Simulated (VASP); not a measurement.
Wanted: the native input for a VASP 6.6.1 run.

| Quantity | Value |
| --- | --- |
| Task | single point |
| Functional | PBEsol |
| Potentials or basis | VASP PAW PBE potentials, release 64 (Ga_d, P) |
| Cutoff | 520 eV |
| k mesh | 8 × 8 × 8 |
| Occupations | gaussian, width 0.01 eV |
| Spin | no spin polarisation |
| Dipole correction | no |
| Further INCAR settings | ALGO = Normal; EDIFF = 1e-07; NBANDS = 16 |

The structure of GaP lies in POSCAR:

```
GaP
1.0
    0.0000000000      2.7192636295      2.7328599477
    2.7192636295      0.0000000000      2.7328599477
    2.7192636295      2.7192636295      0.0000000000
Ga P
1 1
Direct
    0.0000000000      0.0000000000      0.0000000000
    0.7500000000      0.7500000000      0.7500000000
```

This cell differs from its parent crystal: z stretched by +0.5 %, x and y held.

These files were run (other wordings do the same):

INCAR

```
SYSTEM = GaP
PREC = Accurate
ENCUT = 520
EDIFF = 1E-7
ISMEAR = 0
SIGMA = 0.01
LREAL = .FALSE.
LASPH = .TRUE.
NELM = 80
ALGO = Normal
ISIF = 2
LWAVE = .FALSE.
LCHARG = .FALSE.
GGA = PS
NBANDS = 16
```

KPOINTS

```
regular mesh
0
G
  8 8 8
  0 0 0
```

Potentials or basis: VASP PAW PBE potentials, release 64 (Ga_d, P).

Run with:

```bash
$ cat potpaw_PBE.64/Ga_d/POTCAR potpaw_PBE.64/P/POTCAR > POTCAR
$ mpirun -np 1 vasp_std > vasp.out
```

Results of the run:

| Quantity | Value |
| --- | --- |
| Pressure | -0.5 GPa |
| Band gap on the k mesh | 1.49 eV, indirect (least direct gap 1.75 eV) |

Caveat: the cell differs from its parent crystal (z stretched by +0.5 %, x and y held); the PAW data sets were made with another functional, which shifts forces and pressure a little.

Run time: 75 s on 1 thread of AMD EPYC 7R13 (shared host), peak memory 0.16 GiB.
